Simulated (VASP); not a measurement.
# NaS7 (Fm-3m) in VASP: further runs, part 2 of 2

VASP 6.6.1. The steps go on from the part before.

### Step 3. Relaxation of cell and atoms, PBE

This run uses another cell than the first one, of 21.86 Å³/atom.

The input, INCAR:

```
ALGO = Normal
EDIFF = 1E-6
EDIFFG = -0.04
ENCUT = 600
GGA = PE
IBRION = 2
ISIF = 3
ISMEAR = 0
LASPH = True
LCHARG = False
LREAL = False
LWAVE = False
NELM = 60
NSW = 90
PREC = Accurate
SIGMA = 0.1
```

The input, KPOINTS:

```
k-points
0
Gamma
  4 4 4
```

The input, POSCAR:

```
NaS7
1.0
    0.0000000000      4.4383600400      4.4383600400
    4.4383600400      0.0000000000      4.4383600400
    4.4383600400      4.4383600400      0.0000000000
Na S
1 7
Direct
    0.0000000000      0.0000000000      0.0000000000
    0.5000000000      0.5000000000      0.5000000000
    0.5000000000      0.0000000000      0.0000000000
    0.5000000000      0.0000000000      0.5000000000
    0.0000000000      0.5000000000      0.5000000000
    0.0000000000      0.5000000000      0.0000000000
    0.5000000000      0.5000000000      0.0000000000
    0.0000000000      0.0000000000      0.5000000000
```

Potentials or basis: VASP PAW PBE potentials, release 64 (Na_pv, S).

Run with:

```console
cat potpaw_PBE.64/Na_pv/POTCAR potpaw_PBE.64/S/POTCAR > POTCAR
mpirun -np 1 vasp_std > vasp.out
```

OUTCAR:

```text
EDIFF = 1E-6
   EDIFFG = -0.04
   ENCUT = 600
   GGA = PE
   IBRION = 2
   ISIF = 3
   ISMEAR = 0
   LASPH = True
   LREAL = False
   NELM = 60
   NSW = 90
   PREC = Accurate

 ion  position               nearest neighbor table
   1  0.000  0.000  0.000-
   2  0.500  0.500  0.500-
   3  0.500  0.000  0.000-
   4  0.500  0.000  0.500-
   5  0.000  0.500  0.500-
   6  0.000  0.500  0.000-
   7  0.500  0.500  0.000-
   8  0.000  0.000  0.500-

  LATTYP: Found a face centered cubic cell.
 ALAT       =     8.8767200800

  Lattice vectors:

 A1 = (   0.0000000000,   4.4383600400,   4.4383600400)
 A2 = (   4.4383600400,   0.0000000000,   4.4383600400)
 A3 = (   4.4383600400,   4.4383600400,   0.0000000000)

Analysis of symmetry for initial positions (statically):
=====================================================================
 Subroutine PRICEL returns:
 Original cell was already a primitive cell.

 Routine SETGRP: Setting up the symmetry group for a
 face centered cubic supercell.

 Subroutine GETGRP returns: Found 48 space group operations
 (whereof 48 operations were pure point group operations)
 out of a pool of 48 trial point group operations.

The static configuration has the point symmetry O_h .

Analysis of symmetry for dynamics (positions and initial velocities):
=====================================================================
 Subroutine PRICEL returns:
 Original cell was already a primitive cell.

 Routine SETGRP: Setting up the symmetry group for a
 face centered cubic supercell.

 Subroutine GETGRP returns: Found 48 space group operations
 (whereof 48 operations were pure point group operations)
 out of a pool of 48 trial point group operations.

The dynamic configuration has the point symmetry O_h .

 Subroutine INISYM returns: Found 48 space group operations
 (whereof 48 operations are pure point group operations),
 and found     1 'primitive' translations

----------------------------------------------------------------------------------------

                                     Primitive cell

  volume of cell :     174.8629

  direct lattice vectors                    reciprocal lattice vectors
     0.000000000  4.438360040  4.438360040    -0.112654223  0.112654223  0.112654223
     4.438360040  0.000000000  4.438360040     0.112654223 -0.112654223  0.112654223
     4.438360040  4.438360040  0.000000000     0.112654223  0.112654223 -0.112654223

  length of vectors
     6.276788963  6.276788963  6.276788963     0.195122837  0.195122837  0.195122837

  position of ions in fractional coordinates (direct lattice)
     0.000000000  0.000000000  0.000000000
     0.500000000  0.500000000  0.500000000
     0.500000000  0.000000000  0.000000000
     0.500000000  0.000000000  0.500000000
     0.000000000  0.500000000  0.500000000
     0.000000000  0.500000000  0.000000000
     0.500000000  0.500000000  0.000000000
     0.000000000  0.000000000  0.500000000

  ion indices of the primitive-cell ions
   primitive index   ion index
                 1           1
                 2           2
                 3           3
                 4           4
                 5           5
                 6           6
                 7           7
                 8           8

----------------------------------------------------------------------------------------

 KPOINTS: k-points

Automatic generation of k-mesh.
 Grid dimensions read from file:
 generate k-points for:    4    4    4

 Generating k-lattice:

  Cartesian coordinates                     Fractional coordinates (reciprocal lattice)
    -0.028163556  0.028163556  0.028163556     0.250000000  0.000000000  0.000000000
     0.028163556 -0.028163556  0.028163556     0.000000000  0.250000000  0.000000000
     0.028163556  0.028163556 -0.028163556     0.000000000  0.000000000  0.250000000

  Length of vectors
     0.048780709  0.048780709  0.048780709

  Shift w.r.t. Gamma in fractional coordinates (k-lattice)
     0.000000000  0.000000000  0.000000000

 Subroutine IBZKPT returns following result:
 ===========================================

 Found      8 irreducible k-points:

 Following reciprocal coordinates:
            Coordinates               Weight
  0.000000  0.000000  0.000000      1.000000
  0.250000  0.000000  0.000000      8.000000
  0.500000  0.000000  0.000000      4.000000
  0.250000  0.250000  0.000000      6.000000
  0.500000  0.250000  0.000000     24.000000
 -0.250000  0.250000  0.000000     12.000000
  0.500000  0.500000  0.000000      3.000000
 -0.250000  0.500000  0.250000      6.000000
   k-points           NKPTS =      8   k-points in BZ     NKDIM =      8   number of bands    NBANDS=     29
   number of dos      NEDOS =    301   number of ions     NIONS =      8
   total plane-waves  NPLWV = 125000
   dimension x,y,z NGX =    50 NGY =   50 NGZ =   50
   dimension x,y,z NGXF=   100 NGYF=  100 NGZF=  100
   ions per type =               1   7
   NGX,Y,Z   is equivalent  to a cutoff of  13.24, 13.24, 13.24 a.u.
   NGXF,Y,Z  is equivalent  to a cutoff of  26.49, 26.49, 26.49 a.u.
 SYSTEM =  unknown system
   PREC   = accura    normal or accurate (medium, high low for compatibility)
   ISTART =      0    job   : 0-new  1-cont  2-samecut
   ICHARG =      2    charge: 1-file 2-atom 10-const
   ISPIN  =      1    spin polarized calculation?
   LNONCOLLINEAR =      F non collinear calculations
   LSORBIT =      F    spin-orbit coupling
   LASPH  =      T    aspherical Exc in radial PAW
   ENCUT  =  600.0 eV  44.10 Ry    6.64 a.u.  12.54 12.54 12.54*2*pi/ulx,y,z
   NELM   =     60;   NELMIN=  2; NELMDL= -5     # of ELM steps
   EDIFF  = 0.1E-05   stopping-criterion for ELM
   LREAL  =      F    real-space projection
   EDIFFG = -.4E-01   stopping-criterion for IOM
   NSW    =     90    number of steps for IOM
   IBRION =      2    ionic relax: 0-MD 1-quasi-New 2-CG
   NFREE  =      1    steps in history (QN), initial steepest desc. (CG)
   ISIF   =      3    stress and relaxation
   ISYM   =      2    0-nonsym 1-usesym 2-fastsym
   POTIM  = 0.5000    time-step for ionic-motion
   TEBEG  =    0.0;   TEEND  =   0.0 temperature during run
   PSTRESS=    0.0 pullay stress
   NELECT =      49.0000    total number of electrons
   NUPDOWN=      -1.0000    fix difference up-down
   EMIN   =  10.00;   EMAX   =-10.00  energy-range for DOS
   EFERMI =   0.00;   METHOD = LEGACY
   ISMEAR =     0;   SIGMA  =   0.10  broadening in eV -4-tet -1-fermi 0-gaus
   EFERMI_NEDOS =   21; number of points for ismear=-14 and -15
   IALGO  =     38    algorithm
   IMIX   =      4    mixing-type and parameters
     AMIX     =   0.40;   BMIX     =  1.00
     AMIX_MAG =   1.60;   BMIX_MAG =  1.00
  volume/ion in A,a.u.               =      21.86       147.50
  Fermi-wavevector in a.u.,A,eV,Ry     =   1.071292  2.024447 15.614937  1.147665
  Thomas-Fermi vector in A             =   2.207027
   LORBIT       =      0    0 simple, 1 ext, 2 COOP (PROOUT), +10 PAW based schemes
   GGA     = PE    functional components
   LHFCALC =     F    Hartree Fock is set to
   AEXX    =    0.0000 exact exchange contribution
   IVDW    =     0    specifies the selected vdW correction
   LEPSILON=     F    determine dielectric tensor
   LRPA    =     F    only Hartree local field effects (RPA)
 conjugate gradient relaxation of ions
 non-spin polarized calculation
 Gauss-broadening in eV      SIGMA  =   0.10
  energy-cutoff  :      600.00
  volume of cell :      174.86
 maximum number of plane-waves:      5874
   NGX = 25   NGY = 25   NGZ = 25

--------------------------------------- Ionic step        1  -------------------------------------------

 number of electron      49.0000007 magnetization

 Free energy of the ion-electron system (eV)
  ---------------------------------------------------
  ext. energy  EPLUGINS =         0.00000000
  ---------------------------------------------------
  free energy    TOTEN  =       -21.93391786 eV

  energy without entropy =      -21.89175693  energy(sigma->0) =      -21.91283739

 E-fermi :   3.0160     XC(G=0):  -9.3939

 val. band max:        2.9883334471   @ k =   0.0000   0.0000   0.0000
 cond. band min:       3.0653900880   @ k =  -0.2500   0.2500   0.0000
 fundamental gap:      0.0770566409
 Fermi energy:         3.0160015841

 k-point     1 :       0.0000    0.0000    0.0000
  band No.  band energies     occupation
      1     -19.8990      2.00000
      2     -19.8990      2.00000
      3     -19.8990      2.00000
      4     -10.7758      2.00000
      5      -8.6946      2.00000
      6      -8.6946      2.00000
[... 368 lines left out ...]
  energy  without entropy=      -23.6286085597  energy(sigma->0) =      -23.64612726

--------------------------------------- Ionic step        4  -------------------------------------------

 number of electron      49.0000001 magnetization

 Free energy of the ion-electron system (eV)
  ---------------------------------------------------
  ext. energy  EPLUGINS =         0.00000000
  ---------------------------------------------------
  free energy    TOTEN  =       -23.66546153 eV

  energy without entropy =      -23.63047716  energy(sigma->0) =      -23.64796934

 E-fermi :   6.3406     XC(G=0): -10.6759

 val. band max:        6.3175889357   @ k =   0.0000   0.0000   0.0000
 cond. band min:       6.3989110767   @ k =  -0.2500   0.2500   0.0000
 fundamental gap:      0.0813221410
 Fermi energy:         6.3406483266

 k-point     1 :       0.0000    0.0000    0.0000
  band No.  band energies     occupation
      1     -16.8611      2.00000
      2     -16.8611      2.00000
      3     -16.8611      2.00000
      4      -9.6798      2.00000
      5      -6.2272      2.00000
      6      -6.2272      2.00000
[... 280 lines left out ...]
  FREE ENERGIE OF THE ION-ELECTRON SYSTEM (eV)
  ---------------------------------------------------
  free  energy   TOTEN  =       -23.6654615332 eV

  energy  without entropy=      -23.6304771552  energy(sigma->0) =      -23.64796934

 reached required accuracy - stopping structural energy minimisation
```

Run time: 3.5 min. Hardware: 1 thread of AMD EPYC 7R43 (Zen 3), shared host; peak memory 0.32 GiB.

Results:

| Quantity | Value |
| --- | --- |
| Free energy | -23.6655 eV |
| Relaxed volume | 16.54 Å³/atom |
| Relaxed cell | a = 5.720 Å, b = 5.720 Å, c = 5.720 Å, α = 60.00°, β = 60.00°, γ = 60.00° |
| Space group after relaxing (to 0.1 Å) | Fm-3m (No. 225) |
| Energy gained by relaxing | 216.4 meV/atom |
| Ionic steps | 4 |
| Pressure after relaxing | 0.0 GPa |
| Band gap on the k mesh | zero (an odd number of electrons rules out a gap without spin polarisation) |

Step by step:
```
step  energy change (eV)  largest force (eV/Å)  pressure (GPa)  volume (Å³)
   1              0.0000                0.0000          -10.05       174.86
   2             -1.5903                0.0000           -4.20       142.40
   3             -1.7297                0.0000           -0.52       133.44
   4             -1.7315                0.0000            0.04       132.31
```

Final structure:
```cif
data_structure
_symmetry_space_group_name_H-M 'P 1'
_symmetry_Int_Tables_number 1
_cell_length_a 5.7196
_cell_length_b 5.7196
_cell_length_c 5.7196
_cell_angle_alpha 60.000
_cell_angle_beta 60.000
_cell_angle_gamma 60.000
_cell_volume 132.31
loop_
_atom_site_label
_atom_site_type_symbol
_atom_site_fract_x
_atom_site_fract_y
_atom_site_fract_z
_atom_site_occupancy
Na1 Na 0.00000 0.00000 0.00000 1
S1 S 0.50000 0.50000 0.50000 1
S2 S 0.50000 0.00000 0.00000 1
S3 S 0.50000 0.00000 0.50000 1
S4 S 0.00000 0.50000 0.50000 1
S5 S 0.00000 0.50000 0.00000 1
S6 S 0.50000 0.50000 0.00000 1
S7 S 0.00000 0.00000 0.50000 1
```

Levels at points of the mesh, in eV from the Fermi level:
| k point | band 21 | band 22 | band 23 | band 24 | band 25 | band 26 | band 27 | band 28 |
| --- | --- | --- | --- | --- | --- | --- | --- | --- |
| (0.00, 0.00, 0.00) | -0.02 | -0.02 | -0.02 | 1.62 | 1.62 | 1.66 | 1.66 | 1.66 |
| (0.50, 0.00, 0.00) | -2.02 | -1.92 | -1.92 | 0.11 | 0.18 | 0.20 | 0.20 | 1.27 |
| (0.50, 0.50, 0.00) | -2.38 | -2.38 | -2.35 | -1.83 | -1.57 | 0.60 | 0.60 | 1.05 |

Caveat: the volume moved by over 15 % at a fixed basis, so the end points are rough.

The gap in the log of VASP goes by the Fermi energy; the results here count the filled bands.